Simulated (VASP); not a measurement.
A run of VASP 6.6.1 is set up as follows.

INCAR

```
SYSTEM = CoSn2
PREC = Accurate ; ENCUT = 520
EDIFF = 1E-6 ; ISMEAR = 0
SIGMA = 0.1 ; LREAL = .FALSE.
LASPH = .TRUE. ; NELM = 150
ALGO = Fast ; ISIF = 2
LWAVE = .FALSE. ; LCHARG = .FALSE.
ISPIN = 2 ; MAGMOM = 1.11 -1.12 0 0 0 0
LORBIT = 11 ; LMAXMIX = 4
GGA = CA ; NBANDS = 50
```

The input KPOINTS:

```
Automatic mesh
0
G
  8 8 8
  0 0 0
```

File POSCAR:

```
CoSn2
1.0
   -3.1825000000      3.1825000000      2.7285000000
    3.1825000000     -3.1825000000      2.7285000000
    3.1825000000      3.1825000000     -2.7285000000
Co Sn
2 4
Direct
    0.2500000000      0.2500000000      0.0000000000
    0.7500000000      0.7500000000      0.0000000000
    0.6580000000      0.1580000000      0.8160000000
    0.1580000000      0.3420000000      0.5000000000
    0.3420000000      0.8420000000      0.1840000000
    0.8420000000      0.6580000000      0.5000000000
```

Potentials or basis: VASP PAW LDA potentials, release 64 (Co, Sn_d).

The run is started by

```bash
$ cat potpaw_LDA.64/Co/POTCAR potpaw_LDA.64/Sn_d/POTCAR > POTCAR
$ mpirun -np 1 vasp_std > vasp.out
```

(1) What does it give for the largest force?

(2) Predict the pressure.

Answers

(1) 0.891 eV/Å.

(2) -7.1 GPa.

Caveat: the cell stands under tension.
